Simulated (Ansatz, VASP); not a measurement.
## C in VASP and in Ansatz

INCAR

```
SYSTEM = C
PREC = Accurate ; ENCUT = 520
EDIFF = 1E-6 ; ISMEAR = -1
SIGMA = 0.02 ; LREAL = .FALSE.
LASPH = .TRUE. ; NELM = 100
ALGO = Normal ; ISIF = 2
LWAVE = .FALSE. ; LCHARG = .TRUE.
GGA = CA ; LELF = .TRUE.
LVHAR = .TRUE. ; NBANDS = 16
```

File KPOINTS:

```
Automatic mesh
0
G
  10 7 10
  0 0 0
```

POSCAR

```
C
1.0
   -1.7658614237      1.7658614237      0.0000000000
    0.0000000000      0.0000000000      3.5317228474
    1.7658614237      1.7658614237      0.0000000000
C
4
Direct
    0.5000000000      0.3750000000      0.2500000000
    0.0000000000      0.8750000000      0.7500000000
    0.0000000000      0.1250000000      0.2500000000
    0.5000000000      0.6250000000      0.7500000000
```

Input for Ansatz:

```yaml
crystal:
  lattice:
    - [-1.7658614237, 1.7658614237, 0.0]
    - [0.0, 0.0, 3.5317228474]
    - [1.7658614237, 1.7658614237, 0.0]
  atoms:
    - { symbol: C, position: [0.5, 0.375, 0.25] }
    - { symbol: C, position: [0.0, 0.875, 0.75] }
    - { symbol: C, position: [0.0, 0.125, 0.25] }
    - { symbol: C, position: [0.5, 0.625, 0.75] }
kpoints:
  mp_grid: { grid: [10, 7, 10] }
scf:
  occupations: { method: fermi_dirac, width: 0.02 }
hamiltonian:
  xc: lda
  pseudopotentials: { kind: paw }
output:
  forces: true
  stress: true
  eigenvalues: true
```

Alike in both runs: task single point; functional LDA; k mesh 10 × 7 × 10; occupations fermi-dirac, width 0.02 eV; no spin polarisation.

```csv
,VASP,Ansatz
version,VASP 6.6.1,Ansatz 0.2.0
potentials or method,"VASP PAW LDA potentials, release 64 (C)","PAW with Ansatz's default frozen-core files, scalar-relativistic"
plane-wave cutoff (eV),520,420
valence electrons in the cell,16,16
```

Ansatz gave:

```
gap on the k mesh at the Fermi level (eV) : 4.17
pressure (GPa)                            : 0.0
```

Problem. What did VASP give for the same quantities?

Solution. gap on the k mesh at the Fermi level (eV): 4.17; pressure (GPa): 1.6.

LDA's correlation is that of Perdew and Zunger in VASP and of Perdew and Wang (1992) in Ansatz.
